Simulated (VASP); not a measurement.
# Sb: density of states with RPBE

Sb:

```
CELL_PARAMETERS angstrom
2.13816 1.30367 3.82882
-2.08956 1.18825 3.83916
-0.07566 -2.48460 3.83157
ATOMIC_POSITIONS crystal
Sb 0.76651 0.76651 0.76651
Sb 0.23349 0.23349 0.23349
```

This cell differs from its parent crystal: the cell strained at random.

* Program: VASP 6.6.1
* Task: density of states
* Functional: RPBE
* Potentials or basis: VASP PAW PBE potentials, release 64 (Sb)
* Cutoff: 520 eV
* k mesh: 6 × 6 × 6
* Occupations: fermi-dirac, width 0.1 eV
* Spin: no spin polarisation
* Dipole correction: no
* k mesh for the DOS: 9 × 9 × 9
* Occupations for the DOS: tetrahedron
* Further INCAR settings: ALGO = Normal; EDIFF = 1e-06; NBANDS = 12

```
Valence electrons inside the program's atomic spheres : Sb 2.40
```

Levels at points of the mesh, in eV from the Fermi level:
| k point | band 2 | band 3 | band 4 | band 5 | band 6 | band 7 | band 8 | band 9 |
| --- | --- | --- | --- | --- | --- | --- | --- | --- |
| (0.00, 0.00, 0.00) | -4.75 | -2.35 | -1.67 | -1.45 | 1.97 | 2.52 | 3.14 | 4.97 |

It took 3.4 min on 1 thread of Intel(R) Xeon(R) Platinum 8259CL CPU @ 2.50GHz (Skylake/Cascade Lake) (shared host), peak memory 0.37 GiB.

Caveat: the cell differs from its parent crystal (the cell strained at random); spin-orbit coupling is left out, which moves the levels of the heavy elements.
